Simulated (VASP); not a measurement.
# Mo3Ru (Pm-3m) in VASP: single point with PBE

Aim: the single point of Mo3Ru with PBE.

Everything below comes from runs of VASP 6.6.1. Logs are shortened: lines on timing, memory, paths and dates and some standing lists are left out, and cuts for length are marked.

## 1. The cell of the first run

It takes space group Pm-3m (No. 221, cubic). The conventional cell has a = 4.324 Å, b = 4.324 Å, c = 4.324 Å, α = 90.00°, β = 90.00°, γ = 90.00°. Mo (site symmetry 4/mmm) has 2 Ru at 2.16 Å within 2.9 Å. Within 2.9 Å of Ru (site symmetry m-3m) lie 6 Mo at 2.16 Å.

## 2. Single point, PBE

Input file INCAR:

```
PREC = Accurate ; ENCUT = 520
EDIFF = 1E-7 ; ISMEAR = 0
SIGMA = 0.1 ; LREAL = False
LASPH = True ; NELM = 80
ALGO = Normal ; ISIF = 2
LWAVE = False ; LCHARG = False
GGA = PE ; NBANDS = 36
```

Input file KPOINTS:

```
Automatic mesh
0
Gamma
  4 4 4
```

Input file POSCAR:

```
Mo3Ru
1.0
    4.3239835800      0.0000000000      0.0000000000
    0.0000000000      4.3239835800      0.0000000000
    0.0000000000      0.0000000000      4.3239835800
Mo Ru
3 1
Direct
    0.0000000000      0.5000000000      0.5000000000
    0.5000000000      0.0000000000      0.5000000000
    0.5000000000      0.5000000000      0.0000000000
    0.5000000000      0.5000000000      0.5000000000
```

Potentials or basis: VASP PAW PBE potentials, release 64 (Mo_sv, Ru_pv).

Started as:

```console
$ cat potpaw_PBE.64/Mo_sv/POTCAR potpaw_PBE.64/Ru_pv/POTCAR > POTCAR
$ mpirun -np 1 vasp_std > vasp.out
```

OUTCAR:

```text
PREC = Accurate
   ENCUT = 520
   EDIFF = 1E-7
   ISMEAR = 0
   LREAL = False
   LASPH = True
   NELM = 80
   ISIF = 2
   GGA = PE

 ion  position               nearest neighbor table
   1  0.000  0.500  0.500-   4 2.16   4 2.16   2 3.06   3 3.06   2 3.06   2 3.06   3 3.06   3 3.06
                             3 3.06   2 3.06
   2  0.500  0.000  0.500-   4 2.16   4 2.16   1 3.06   3 3.06   1 3.06   3 3.06   3 3.06   3 3.06
                             1 3.06   1 3.06
   3  0.500  0.500  0.000-   4 2.16   4 2.16   1 3.06   1 3.06   2 3.06   2 3.06   2 3.06   2 3.06
                             1 3.06   1 3.06
   4  0.500  0.500  0.500-   1 2.16   2 2.16   3 2.16   3 2.16   2 2.16   1 2.16

  LATTYP: Found a simple cubic cell.
 ALAT       =     4.3239835800

  Lattice vectors:

 A1 = (   4.3239835800,   0.0000000000,   0.0000000000)
 A2 = (   0.0000000000,   4.3239835800,   0.0000000000)
 A3 = (   0.0000000000,   0.0000000000,   4.3239835800)

Analysis of symmetry for initial positions (statically):
=====================================================================
 Subroutine PRICEL returns:
 Original cell was already a primitive cell.

 Routine SETGRP: Setting up the symmetry group for a
 simple cubic supercell.

 Subroutine GETGRP returns: Found 48 space group operations
 (whereof 48 operations were pure point group operations)
 out of a pool of 48 trial point group operations.

The static configuration has the point symmetry O_h .

Analysis of symmetry for dynamics (positions and initial velocities):
=====================================================================
 Subroutine PRICEL returns:
 Original cell was already a primitive cell.

 Routine SETGRP: Setting up the symmetry group for a
 simple cubic supercell.

 Subroutine GETGRP returns: Found 48 space group operations
 (whereof 48 operations were pure point group operations)
 out of a pool of 48 trial point group operations.

The dynamic configuration has the point symmetry O_h .

 Subroutine INISYM returns: Found 48 space group operations
 (whereof 48 operations are pure point group operations),
 and found     1 'primitive' translations

----------------------------------------------------------------------------------------

                                     Primitive cell

  volume of cell :      80.8448

  direct lattice vectors                    reciprocal lattice vectors
     4.323983580  0.000000000  0.000000000     0.231268223  0.000000000  0.000000000
     0.000000000  4.323983580  0.000000000     0.000000000  0.231268223  0.000000000
     0.000000000  0.000000000  4.323983580     0.000000000  0.000000000  0.231268223

  length of vectors
     4.323983580  4.323983580  4.323983580     0.231268223  0.231268223  0.231268223

  position of ions in fractional coordinates (direct lattice)
     0.000000000  0.500000000  0.500000000
     0.500000000  0.000000000  0.500000000
     0.500000000  0.500000000  0.000000000
     0.500000000  0.500000000  0.500000000

  ion indices of the primitive-cell ions
   primitive index   ion index
                 1           1
                 2           2
                 3           3
                 4           4

----------------------------------------------------------------------------------------

 KPOINTS: Automatic mesh

Automatic generation of k-mesh.
 Grid dimensions read from file:
 generate k-points for:    4    4    4

 Generating k-lattice:

  Cartesian coordinates                     Fractional coordinates (reciprocal lattice)
     0.057817056  0.000000000  0.000000000     0.250000000  0.000000000  0.000000000
     0.000000000  0.057817056  0.000000000     0.000000000  0.250000000  0.000000000
     0.000000000  0.000000000  0.057817056     0.000000000  0.000000000  0.250000000

  Length of vectors
     0.057817056  0.057817056  0.057817056

  Shift w.r.t. Gamma in fractional coordinates (k-lattice)
     0.000000000  0.000000000  0.000000000

 Subroutine IBZKPT returns following result:
 ===========================================

 Found     10 irreducible k-points:

 Following reciprocal coordinates:
            Coordinates               Weight
  0.000000  0.000000  0.000000      1.000000
  0.250000  0.000000  0.000000      6.000000
  0.500000  0.000000  0.000000      3.000000
  0.250000  0.250000  0.000000     12.000000
  0.500000  0.250000  0.000000     12.000000
  0.500000  0.500000  0.000000      3.000000
  0.250000  0.250000  0.250000      8.000000
  0.500000  0.250000  0.250000     12.000000
  0.500000  0.500000  0.250000      6.000000
  0.500000  0.500000  0.500000      1.000000
   k-points           NKPTS =     10   k-points in BZ     NKDIM =     10   number of bands    NBANDS=     36
   number of dos      NEDOS =    301   number of ions     NIONS =      4
   total plane-waves  NPLWV =  32768
   dimension x,y,z NGX =    32 NGY =   32 NGZ =   32
   dimension x,y,z NGXF=    64 NGYF=   64 NGZF=   64
   ions per type =               3   1
   NGX,Y,Z   is equivalent  to a cutoff of  12.30, 12.30, 12.30 a.u.
   NGXF,Y,Z  is equivalent  to a cutoff of  24.61, 24.61, 24.61 a.u.
 SYSTEM =  unknown system
   PREC   = accura    normal or accurate (medium, high low for compatibility)
   ISTART =      0    job   : 0-new  1-cont  2-samecut
   ICHARG =      2    charge: 1-file 2-atom 10-const
   ISPIN  =      1    spin polarized calculation?
   LNONCOLLINEAR =      F non collinear calculations
   LSORBIT =      F    spin-orbit coupling
   LASPH  =      T    aspherical Exc in radial PAW
   ENCUT  =  520.0 eV  38.22 Ry    6.18 a.u.   8.04  8.04  8.04*2*pi/ulx,y,z
   NELM   =     80;   NELMIN=  2; NELMDL= -5     # of ELM steps
   EDIFF  = 0.1E-06   stopping-criterion for ELM
   LREAL  =      F    real-space projection
   EDIFFG = 0.1E-05   stopping-criterion for IOM
   NSW    =      0    number of steps for IOM
   IBRION =     -1    ionic relax: 0-MD 1-quasi-New 2-CG
   NFREE  =      0    steps in history (QN), initial steepest desc. (CG)
   ISIF   =      2    stress and relaxation
   ISYM   =      2    0-nonsym 1-usesym 2-fastsym
   POTIM  = 0.5000    time-step for ionic-motion
   TEBEG  =    0.0;   TEEND  =   0.0 temperature during run
   PSTRESS=    0.0 pullay stress
   NELECT =      56.0000    total number of electrons
   NUPDOWN=      -1.0000    fix difference up-down
   EMIN   =  10.00;   EMAX   =-10.00  energy-range for DOS
   EFERMI =   0.00;   METHOD = LEGACY
   ISMEAR =     0;   SIGMA  =   0.10  broadening in eV -4-tet -1-fermi 0-gaus
   EFERMI_NEDOS =   21; number of points for ismear=-14 and -15
   IALGO  =     38    algorithm
   IMIX   =      4    mixing-type and parameters
     AMIX     =   0.40;   BMIX     =  1.00
     AMIX_MAG =   1.60;   BMIX_MAG =  1.00
  volume/ion in A,a.u.               =      20.21       136.39
  Fermi-wavevector in a.u.,A,eV,Ry     =   1.448505  2.737278 28.547310  2.098168
  Thomas-Fermi vector in A             =   2.566339
   LORBIT       =      0    0 simple, 1 ext, 2 COOP (PROOUT), +10 PAW based schemes
   GGA     = PE    functional components
   LHFCALC =     F    Hartree Fock is set to
   AEXX    =    0.0000 exact exchange contribution
   IVDW    =     0    specifies the selected vdW correction
   LEPSILON=     F    determine dielectric tensor
   LRPA    =     F    only Hartree local field effects (RPA)
 non-spin polarized calculation
 Gauss-broadening in eV      SIGMA  =   0.10
  energy-cutoff  :      520.00
  volume of cell :       80.84
 maximum number of plane-waves:      2201
   NGX = 17   NGY = 17   NGZ = 17

 number of electron      56.0000011 magnetization

 Free energy of the ion-electron system (eV)
  ---------------------------------------------------
  ext. energy  EPLUGINS =         0.00000000
  ---------------------------------------------------
  free energy    TOTEN  =       -29.08756014 eV

  energy without entropy =      -29.03891653  energy(sigma->0) =      -29.06323834

 E-fermi :   8.4032     XC(G=0): -11.3336

 val. band max:        8.3983375940   @ k =   0.5000   0.5000   0.0000
 cond. band min:       8.4135853410   @ k =   0.2500   0.2500   0.0000
 fundamental gap:      0.0152477470
 Fermi energy:         8.4032298385

 k-point     1 :       0.0000    0.0000    0.0000
  band No.  band energies     occupation
      1     -52.6392      2.00000
      2     -52.5786      2.00000
      3     -52.5786      2.00000
      4     -36.5474      2.00000
      5     -36.5474      2.00000
      6     -36.5474      2.00000
[... 28 lines left out ...]
     35      11.8014      0.00000
     36      11.8014      0.00000

 k-point     2 :       0.2500    0.0000    0.0000
  band No.  band energies     occupation
      1     -52.6392      2.00000
      2     -52.5989      2.00000
      3     -52.5785      2.00000
      4     -36.5449      2.00000
      5     -36.5449      2.00000
      6     -36.3375      2.00000
[... 28 lines left out ...]
     35      11.8014      0.00000
     36      12.7896      0.00000

 k-point     3 :       0.5000    0.0000    0.0000
  band No.  band energies     occupation
      1     -52.6391      2.00000
      2     -52.6190      2.00000
      3     -52.5784      2.00000
      4     -36.5423      2.00000
      5     -36.5423      2.00000
      6     -36.1142      2.00000
[... 28 lines left out ...]
     35      11.2913      0.00000
     36      11.8022      0.00000
[... 196 lines left out ...]
 k-point     9 :       0.5000    0.5000    0.2500
  band No.  band energies     occupation
      1     -52.6388      2.00000
      2     -52.6388      2.00000
      3     -52.6187      2.00000
      4     -36.3274      2.00000
      5     -36.1067      2.00000
      6     -36.1067      2.00000
[... 28 lines left out ...]
     35      10.5033      0.00000
     36      10.5033      0.00000

 k-point    10 :       0.5000    0.5000    0.5000
  band No.  band energies     occupation
      1     -52.6387      2.00000
      2     -52.6387      2.00000
      3     -52.6387      2.00000
      4     -36.1043      2.00000
      5     -36.1043      2.00000
      6     -36.1043      2.00000
[... 28 lines left out ...]
     35      10.5565      0.00000
     36      10.5565      0.00000

------------------------ aborting loop because EDIFF is reached ----------------------------------------

  FORCE on cell =-STRESS in cart. coord.  units (eV):
  Direction    XX          YY          ZZ          XY          YZ          ZX
  --------------------------------------------------------------------------------------
  -------------------------------------------------------------------------------------
  Total       26.2505112     26.2505112     26.2505112      0.0000000      0.0000000     -0.0000000
  in kB      520.2310149    520.2310149    520.2310149      0.0000000      0.0000000     -0.0000000
  external PRESSURE =     520.2310149 kB  Pullay stress =       0.0000000 kB

 VOLUME and BASIS-vectors are now :
 -----------------------------------------------------------------------------
  energy-cutoff  :      520.00
  volume of cell :       80.84
      direct lattice vectors                 reciprocal lattice vectors
     4.323983580  0.000000000  0.000000000     0.231268223  0.000000000  0.000000000
     0.000000000  4.323983580  0.000000000     0.000000000  0.231268223  0.000000000
     0.000000000  0.000000000  4.323983580     0.000000000  0.000000000  0.231268223

 POSITION                                       TOTAL-FORCE (eV/Angst)
 -----------------------------------------------------------------------------------
      0.00000      2.16199      2.16199         0.000000      0.000000      0.000000
      2.16199      0.00000      2.16199         0.000000      0.000000      0.000000
      2.16199      2.16199      0.00000         0.000000      0.000000      0.000000
      2.16199      2.16199      2.16199         0.000000      0.000000      0.000000
 -----------------------------------------------------------------------------------
    total drift:                                0.000000     -0.000000     -0.000000

  FREE ENERGIE OF THE ION-ELECTRON SYSTEM (eV)
  ---------------------------------------------------
  free  energy   TOTEN  =       -29.0875601408 eV

  energy  without entropy=      -29.0389165327  energy(sigma->0) =      -29.06323834
```

Run time: 24 s. Hardware: 1 thread of Intel Xeon 6975P-C, shared host; peak memory 0.18 GiB.

Results:

```
Free energy            : -29.0876 eV
Pressure               : 52.0 GPa
Band gap on the k mesh : zero (band 28 reaches 10.75 eV, above the bottom of band 29 at 8.05 eV)
```

Caveat: the k points lie up to 0.36 Å⁻¹ apart.
